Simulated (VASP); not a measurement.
Write the native input for VASP 6.6.1 that does the following.

```
Task                   : single point
Functional             : LDA
Potentials or basis    : VASP PAW LDA potentials, release 64 (Mo_sv)
Cutoff                 : 520 eV
k mesh                 : 18 × 18 × 18
Occupations            : gaussian, width 0.15 eV
Spin                   : no spin polarisation
Dipole correction      : no
Further INCAR settings : ALGO = Normal; EDIFF = 1e-06; NBANDS = 13
```

The structure of Mo lies in POSCAR:

```
Mo
1.0
    2.6671226373      0.0000000000      0.0000000000
   -1.3335613186      2.3097959589      0.0000000000
    0.0000000000      0.0000000000      2.5551807000
Mo
1
Direct
    0.0000000000      0.0000000000      0.5000000000
```

This isn't the form of Mo at room conditions, which is bcc.

This cell differs from its parent crystal: strain -0.0250 x Voigt [1, 1, 0, 0, 0, 0].

These files were run (other wordings do the same):

INCAR

```
ALGO = Normal
EDIFF = 1E-6
ENCUT = 520
ISIF = 2
ISMEAR = 0
LASPH = T
LCHARG = F
LREAL = F
LWAVE = F
NBANDS = 13
NELM = 80
PREC = Accurate
SIGMA = 0.15
```

KPOINTS

```
k-points
0
Gamma
  18 18 18
```

Potentials or basis: VASP PAW LDA potentials, release 64 (Mo_sv).

The run is started by

```console
$ cat potpaw_LDA.64/Mo_sv/POTCAR > POTCAR
$ mpirun -np 1 vasp_std > vasp.out
```

It gave:

The pressure is 5.0 GPa and the band gap on the k mesh is zero (bands 7 and 8 overlap by 1.94 eV).

Caveat: the cell differs from its parent crystal (strain -0.0250 x Voigt [1, 1, 0, 0, 0, 0]); the stress differs along the axes, from -7 to 11 GPa.

It took 96 s on 1 thread of Intel Xeon 8259CL (shared host), peak memory 0.18 GiB.
